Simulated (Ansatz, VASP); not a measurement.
Two plane-wave programs on Ba

File INCAR:

```
SYSTEM = Ba
ALGO = Fast ; EDIFF = 1E-6
ENCUT = 520 ; GGA = CA
ISIF = 2 ; ISMEAR = 0
LASPH = .True. ; LCHARG = .True.
LELF = .True. ; LREAL = .False.
LVHAR = .True. ; LWAVE = .False.
NBANDS = 11 ; NELM = 100
PREC = Accurate ; SIGMA = 0.1
```

The input KPOINTS:

```
k-points
0
Gamma
  12 12 12
  0 0 0
```

Contents of POSCAR:

```
Ba
1.0
   -2.4449338767      2.4449338767      2.4449338767
    2.4449338767     -2.4449338767      2.4449338767
    2.4449338767      2.4449338767     -2.4449338767
Ba
1
Direct
    0.0000000000      0.0000000000      0.0000000000
```

Input for Ansatz:

```yaml
crystal:
  lattice:
    - [-2.4449338767, 2.4449338767, 2.4449338767]
    - [2.4449338767, -2.4449338767, 2.4449338767]
    - [2.4449338767, 2.4449338767, -2.4449338767]
  atoms:
    - { symbol: Ba, position: [0.0, 0.0, 0.0] }
basis:
  ecutwfc: 420
kpoints:
  mp_grid: { grid: [12, 12, 12] }
hamiltonian:
  xc: lda
  pseudopotentials: { kind: paw, azcp: { folder: soft_1 } }
scf:
  occupations: { method: gaussian, width: 0.1 }
output:
  forces: true
  stress: true
  eigenvalues: true
```

Alike in both runs: task single point; functional LDA; k mesh 12 × 12 × 12; occupations gaussian, width 0.1 eV; no spin polarisation.

|  | VASP | Ansatz |
| --- | --- | --- |
| version | VASP 6.6.1 | Ansatz 0.2.0 |
| potentials or method | VASP PAW LDA potentials, release 64 (Ba_sv), cutoff 520 eV | scalar-relativistic, plane waves, PAW |
| valence electrons in the cell | 10 | 10 |

```tsv
	VASP	Ansatz	Ansatz less VASP
gap on the k mesh at the Fermi level (eV)	none	none	-
pressure (GPa)	-0.7	-0.8	-0.05
```

Ansatz warns that its potentials were made for another functional, while VASP's fit it. LDA's correlation is that of Perdew and Zunger in VASP and of Perdew and Wang (1992) in Ansatz. A gap of «none» marks a metal or a gap that the smearing closes.

Neither program's run includes spin-orbit coupling.
